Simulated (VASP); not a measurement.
A run of VASP 6.6.1:

INCAR

```
SYSTEM = TiAl
PREC     = Accurate       ! precision mode
ENCUT    = 520            ! plane-wave cutoff, eV
EDIFF    = 1E-6           ! SCF threshold, eV
ISMEAR   = 0              ! smearing method
SIGMA    = 0.15           ! smearing width, eV
LREAL    = .FALSE.        ! projectors in reciprocal space
LASPH    = .TRUE.         ! aspherical terms in the spheres
NELM     = 100            ! most SCF steps
ALGO     = Fast           ! electronic algorithm
ISIF     = 2              ! what is computed and relaxed
LWAVE    = .FALSE.        ! write WAVECAR
LCHARG   = .TRUE.         ! write CHGCAR
GGA      = CA             ! functional
LELF     = .TRUE.         ! ELF
LVHAR    = .TRUE.       
NBANDS   = 14             ! bands
```

File KPOINTS:

```
regular mesh
0
G
  16 16 16
  0 0 0
```

POSCAR

```
TiAl
1.0
    2.9489024995      0.0000000000      0.0000000000
    0.0000000000      2.9489024995      0.0000000000
    0.0000000000      0.0000000000      3.2959883237
Ti Al
1 1
Direct
    0.0000000000      0.0000000000      0.0000000000
    0.5000000000      0.5000000000      0.5000000000
```

Potentials or basis: VASP PAW LDA potentials, release 64 (Ti_sv, Al).

Command:

```console
$ cat potpaw_LDA.64/Ti_sv/POTCAR potpaw_LDA.64/Al/POTCAR > POTCAR
$ mpirun -np 1 vasp_std > vasp.out
```

Hardware: 1 thread of AMD EPYC 9R45 96-Core Processor (Zen 5), on a shared host.

Question: How long does it take, and how much memory?

Answer: Wall time 2.4 min on 1 thread of AMD EPYC 9R45 96-Core Processor (Zen 5), with other jobs on the host, peak memory 0.24 GiB. Counts: scf iterations 21, k points 405.
